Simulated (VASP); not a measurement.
# BN (P6_3/mmc) in VASP: a series of runs

The runs below take BN through single point, with PBEsol.

All numbers are computed with VASP 6.6.1; they aren't measurements. Logs are shortened: lines on timing, memory, paths and dates and some standing lists are left out, and cuts for length are marked.

## 1. The cell of the first run

It takes space group P6_3/mmc (No. 194, hexagonal). The conventional cell has a = 2.457 Å, b = 2.457 Å, c = 6.636 Å, α = 90.00°, β = 90.00°, γ = 120.00°. B (site symmetry -6m2) has 3 N at 1.42 Å within 1.9 Å. Within 1.9 Å of N (site symmetry -6m2) lie 3 B at 1.42 Å.

## 2. Single point, PBEsol

INCAR

```
SYSTEM = BN
ALGO = Normal
EDIFF = 1E-6
ENCUT = 520
GGA = PS
ISIF = 2
ISMEAR = 0
LASPH = .True.
LCHARG = .False.
LREAL = .False.
LWAVE = .False.
NBANDS = 16
NELM = 80
PREC = Accurate
SIGMA = 0.05
```

KPOINTS

```
k-points
0
Gamma
  12 12 4
  0 0 0
```

POSCAR

```
BN
1.0
    2.4566026667      0.0000000000      0.0000000000
   -1.2283013333      2.1274800167      0.0000000000
    0.0000000000      0.0000000000      6.6357000000
B N
2 2
Direct
    0.3333333333      0.6666666667      0.2500000000
    0.6666666667      0.3333333333      0.7500000000
    0.3333333333      0.6666666667      0.7500000000
    0.6666666667      0.3333333333      0.2500000000
```

Potentials or basis: VASP PAW PBE potentials, release 64 (B, N).

On the command line:

```bash
cat potpaw_PBE.64/B/POTCAR potpaw_PBE.64/N/POTCAR > POTCAR
mpirun -np 1 vasp_std > vasp.out
```

OUTCAR:

```text
SYSTEM = BN
   EDIFF = 1E-6
   ENCUT = 520
   GGA = PS
   ISIF = 2
   ISMEAR = 0
   LASPH = .True.
   LREAL = .False.
   NELM = 80
   PREC = Accurate

 ion  position               nearest neighbor table
   1  0.333  0.667  0.250-   4 1.42   4 1.42   4 1.42
   2  0.667  0.333  0.750-   3 1.42   3 1.42   3 1.42
   3  0.333  0.667  0.750-   2 1.42   2 1.42   2 1.42
   4  0.667  0.333  0.250-   1 1.42   1 1.42   1 1.42

  LATTYP: Found a hexagonal cell.
 ALAT       =     2.4566026667
 C/A-ratio  =     2.7011694198

  Lattice vectors:

 A1 = (   2.4566026667,   0.0000000000,   0.0000000000)
 A2 = (  -1.2283013333,   2.1274800167,   0.0000000000)
 A3 = (   0.0000000000,   0.0000000000,   6.6357000000)

Analysis of symmetry for initial positions (statically):
=====================================================================
 Subroutine PRICEL returns:
 Original cell was already a primitive cell.

 Routine SETGRP: Setting up the symmetry group for a
 hexagonal supercell.

 Subroutine GETGRP returns: Found 24 space group operations
 (whereof 12 operations were pure point group operations)
 out of a pool of 24 trial point group operations.

The static configuration has the point symmetry D_3d.
 The point group associated with its full space group is D_6h.

Analysis of symmetry for dynamics (positions and initial velocities):
=====================================================================
 Subroutine PRICEL returns:
 Original cell was already a primitive cell.

 Routine SETGRP: Setting up the symmetry group for a
 hexagonal supercell.

 Subroutine GETGRP returns: Found 24 space group operations
 (whereof 12 operations were pure point group operations)
 out of a pool of 24 trial point group operations.

The dynamic configuration has the point symmetry D_3d.
 The point group associated with its full space group is D_6h.

 Subroutine INISYM returns: Found 24 space group operations
 (whereof 12 operations are pure point group operations),
 and found     1 'primitive' translations

----------------------------------------------------------------------------------------

                                     Primitive cell

  volume of cell :      34.6806

  direct lattice vectors                    reciprocal lattice vectors
     2.456602667  0.000000000  0.000000000     0.407066236  0.235019834  0.000000000
    -1.228301333  2.127480017  0.000000000     0.000000000  0.470039668  0.000000000
     0.000000000  0.000000000  6.635700000     0.000000000  0.000000000  0.150700002

  length of vectors
     2.456602667  2.456602407  6.635700000     0.470039618  0.470039668  0.150700002

  position of ions in fractional coordinates (direct lattice)
     0.333333333  0.666666667  0.250000000
     0.666666667  0.333333333  0.750000000
     0.333333333  0.666666667  0.750000000
     0.666666667  0.333333333  0.250000000

  ion indices of the primitive-cell ions
   primitive index   ion index
                 1           1
                 2           2
                 3           3
                 4           4

----------------------------------------------------------------------------------------

 KPOINTS: k-points

Automatic generation of k-mesh.
 Grid dimensions read from file:
 generate k-points for:   12   12    4

 Generating k-lattice:

  Cartesian coordinates                     Fractional coordinates (reciprocal lattice)
     0.033922186  0.019584986  0.000000000     0.083333333 -0.000000000  0.000000000
     0.000000000  0.039169972  0.000000000     0.000000000  0.083333333  0.000000000
     0.000000000  0.000000000  0.037675000     0.000000000  0.000000000  0.250000000

  Length of vectors
     0.039169968  0.039169972  0.037675000

  Shift w.r.t. Gamma in fractional coordinates (k-lattice)
     0.000000000  0.000000000  0.000000000

 Subroutine IBZKPT returns following result:
 ===========================================

 Found     57 irreducible k-points:

 Following reciprocal coordinates:
            Coordinates               Weight
  0.000000  0.000000  0.000000      1.000000
  0.083333 -0.000000  0.000000      6.000000
  0.166667 -0.000000  0.000000      6.000000
  0.250000 -0.000000  0.000000      6.000000
  0.333333  0.000000  0.000000      6.000000
  0.416667  0.000000  0.000000      6.000000
[... 16 lines left out ...]
  0.250000 -0.000000  0.250000     12.000000
  0.333333  0.000000  0.250000     12.000000
 [... further k-points ...]
   k-points           NKPTS =     57   k-points in BZ     NKDIM =     57   number of bands    NBANDS=     16
   number of dos      NEDOS =    301   number of ions     NIONS =      4
   total plane-waves  NPLWV =  16200
   dimension x,y,z NGX =    18 NGY =   18 NGZ =   50
   dimension x,y,z NGXF=    36 NGYF=   36 NGZF=  100
   ions per type =               2   2
   NGX,Y,Z   is equivalent  to a cutoff of  12.18, 12.18, 12.53 a.u.
   NGXF,Y,Z  is equivalent  to a cutoff of  24.36, 24.36, 25.05 a.u.
 SYSTEM =  BN
   PREC   = accura    normal or accurate (medium, high low for compatibility)
   ISTART =      0    job   : 0-new  1-cont  2-samecut
   ICHARG =      2    charge: 1-file 2-atom 10-const
   ISPIN  =      1    spin polarized calculation?
   LNONCOLLINEAR =      F non collinear calculations
   LSORBIT =      F    spin-orbit coupling
   LASPH  =      T    aspherical Exc in radial PAW
   ENCUT  =  520.0 eV  38.22 Ry    6.18 a.u.   4.57  4.57 12.34*2*pi/ulx,y,z
   NELM   =     80;   NELMIN=  2; NELMDL= -5     # of ELM steps
   EDIFF  = 0.1E-05   stopping-criterion for ELM
   LREAL  =      F    real-space projection
   EDIFFG = 0.1E-04   stopping-criterion for IOM
   NSW    =      0    number of steps for IOM
   IBRION =     -1    ionic relax: 0-MD 1-quasi-New 2-CG
   NFREE  =      0    steps in history (QN), initial steepest desc. (CG)
   ISIF   =      2    stress and relaxation
   ISYM   =      2    0-nonsym 1-usesym 2-fastsym
   POTIM  = 0.5000    time-step for ionic-motion
   TEBEG  =    0.0;   TEEND  =   0.0 temperature during run
   PSTRESS=    0.0 pullay stress
   NELECT =      16.0000    total number of electrons
   NUPDOWN=      -1.0000    fix difference up-down
   EMIN   =  10.00;   EMAX   =-10.00  energy-range for DOS
   EFERMI =   0.00;   METHOD = LEGACY
   ISMEAR =     0;   SIGMA  =   0.05  broadening in eV -4-tet -1-fermi 0-gaus
   EFERMI_NEDOS =   21; number of points for ismear=-14 and -15
   IALGO  =     38    algorithm
   IMIX   =      4    mixing-type and parameters
     AMIX     =   0.40;   BMIX     =  1.00
     AMIX_MAG =   1.60;   BMIX_MAG =  1.00
  volume/ion in A,a.u.               =       8.67        58.51
  Fermi-wavevector in a.u.,A,eV,Ry     =   1.264986  2.390477 21.771907  1.600190
  Thomas-Fermi vector in A             =   2.398263
   LORBIT       =      0    0 simple, 1 ext, 2 COOP (PROOUT), +10 PAW based schemes
   GGA     = PS    functional components
   LHFCALC =     F    Hartree Fock is set to
   AEXX    =    0.0000 exact exchange contribution
   IVDW    =     0    specifies the selected vdW correction
   LEPSILON=     F    determine dielectric tensor
   LRPA    =     F    only Hartree local field effects (RPA)
 non-spin polarized calculation
 Gauss-broadening in eV      SIGMA  =   0.05
  energy-cutoff  :      520.00
  volume of cell :       34.68
 maximum number of plane-waves:       955
   NGX =  9   NGY =  9   NGZ = 25

 number of electron      15.9999999 magnetization

 Free energy of the ion-electron system (eV)
  ---------------------------------------------------
  ext. energy  EPLUGINS =         0.00000000
  ---------------------------------------------------
  free energy    TOTEN  =       -36.46552232 eV

  energy without entropy =      -36.46552232  energy(sigma->0) =      -36.46552232

 E-fermi :   2.7247     XC(G=0): -10.4256

 val. band max:        2.4431807430   @ k =   0.3333   0.3333   0.5000
 cond. band min:       6.6978371465   @ k =   0.5000  -0.0000   0.0000
 fundamental gap:      4.2546564034
 Fermi energy:         2.7247483748

 k-point     1 :       0.0000    0.0000    0.0000
  band No.  band energies     occupation
      1     -15.6608      2.00000
      2     -15.3611      2.00000
      3      -4.1424      2.00000
      4      -1.9963      2.00000
      5       1.2095      2.00000
      6       1.2095      2.00000
[... 8 lines left out ...]
     15      15.6096      0.00000
     16      16.1252      0.00000

 k-point     2 :       0.0833   -0.0000    0.0000
  band No.  band energies     occupation
      1     -15.5185      2.00000
      2     -15.2236      2.00000
      3      -3.9460      2.00000
      4      -1.8186      2.00000
      5       0.6360      2.00000
      6       0.6655      2.00000
[... 8 lines left out ...]
     15      15.5830      0.00000
     16      16.0415      0.00000

 k-point     3 :       0.1667   -0.0000    0.0000
  band No.  band energies     occupation
      1     -15.0988      2.00000
      2     -14.8181      2.00000
      3      -3.3637      2.00000
      4      -1.2959      2.00000
      5      -0.8259      2.00000
      6      -0.7895      2.00000
[... 8 lines left out ...]
     15      16.8889      0.00000
     16      17.1007      0.00000

 k-point     4 :       0.2500   -0.0000    0.0000
  band No.  band energies     occupation
      1     -14.4271      2.00000
      2     -14.1717      2.00000
      3      -2.6941      2.00000
      4      -2.6362      2.00000
      5      -2.4202      2.00000
      6      -0.5243      2.00000
[... 8 lines left out ...]
     15      18.2689      0.00000
     16      19.1869      0.00000
[... 324 lines left out ...]
 k-point    22 :       0.1667   -0.0000    0.2500
  band No.  band energies     occupation
      1     -15.0598      2.00000
      2     -14.8615      2.00000
      3      -3.1131      2.00000
      4      -1.6792      2.00000
      5      -0.8154      2.00000
      6      -0.7798      2.00000
[... 8 lines left out ...]
     15      16.7921      0.00000
     16      16.8718      0.00000

 k-point    23 :       0.2500   -0.0000    0.2500
  band No.  band energies     occupation
      1     -14.3914      2.00000
      2     -14.2109      2.00000
      3      -2.7065      2.00000
      4      -2.6522      2.00000
      5      -2.1546      2.00000
      6      -0.8010      2.00000
[... 8 lines left out ...]
     15      19.2023      0.00000
     16      19.2835      0.00000

 k-point    24 :       0.3333    0.0000    0.2500
  band No.  band energies     occupation
      1     -13.5384      2.00000
      2     -13.3865      2.00000
      3      -4.5593      2.00000
      4      -4.5031      2.00000
      5      -1.1817      2.00000
      6      -1.1410      2.00000
[... 8 lines left out ...]
     15      19.7035      0.00000
     16      21.9023      0.00000

 [... further k-points ...]
[... 5 lines left out ...]
  --------------------------------------------------------------------------------------
  -------------------------------------------------------------------------------------
  Total        5.0438599      5.0438584      0.1898600      0.0000000      0.0000000      0.0000000
  in kB      233.0163755    233.0163098      8.7711562      0.0000000      0.0000000      0.0000000
  external PRESSURE =     158.2679472 kB  Pullay stress =       0.0000000 kB

 VOLUME and BASIS-vectors are now :
 -----------------------------------------------------------------------------
  energy-cutoff  :      520.00
  volume of cell :       34.68
      direct lattice vectors                 reciprocal lattice vectors
     2.456602667  0.000000000  0.000000000     0.407066236  0.235019834  0.000000000
    -1.228301333  2.127480017  0.000000000     0.000000000  0.470039668  0.000000000
     0.000000000  0.000000000  6.635700000     0.000000000  0.000000000  0.150700002

 POSITION                                       TOTAL-FORCE (eV/Angst)
 -----------------------------------------------------------------------------------
     -0.00000      1.41832      1.65892         0.000000      0.000000      0.000000
      1.22830      0.70916      4.97677        -0.000000     -0.000000      0.000000
     -0.00000      1.41832      4.97677         0.000000      0.000000      0.000000
      1.22830      0.70916      1.65892        -0.000000     -0.000000      0.000000
 -----------------------------------------------------------------------------------
    total drift:                                0.000000     -0.000000      0.000000

  FREE ENERGIE OF THE ION-ELECTRON SYSTEM (eV)
  ---------------------------------------------------
  free  energy   TOTEN  =       -36.4655223246 eV

  energy  without entropy=      -36.4655223246  energy(sigma->0) =      -36.46552232
```

Run time: 36 s. Hardware: 1 thread of Intel Xeon Platinum 8375C at 2.90GHz (Ice Lake), shared host; peak memory 0.15 GiB.

What came out:

| Property | Result |
| --- | --- |
| Free energy | -36.4655 eV |
| Pressure | 15.8 GPa |
| Band gap on the k mesh | 4.25 eV, indirect (least direct gap 4.72 eV) |

Levels at points of the mesh, in eV from the valence-band top:
| k point | band 5 | band 6 | band 7 | band 8 | band 9 | band 10 | band 11 | band 12 |
| --- | --- | --- | --- | --- | --- | --- | --- | --- |
| (0.00, 0.00, 0.00) | -1.23 | -1.23 | -1.20 | -1.20 | 5.04 | 10.35 | 11.99 | 11.99 |
| (0.50, 0.00, 0.00) | -4.22 | -4.16 | -1.51 | -0.49 | 4.25 | 5.71 | 9.96 | 10.52 |
| (0.00, 0.00, 0.50) | -1.22 | -1.22 | -1.22 | -1.22 | 7.50 | 7.50 | 12.05 | 12.05 |
| (0.50, 0.00, 0.50) | -4.19 | -4.19 | -0.99 | -0.99 | 4.75 | 4.75 | 10.45 | 10.45 |

Caveat: the PAW data sets were made with another functional, which shifts forces and pressure a little; this functional lacks dispersion, which binds the layers, so the pressure and a relaxed spacing across them are unreliable. A k mesh can miss the band edges.

[end of part 1 of 3]
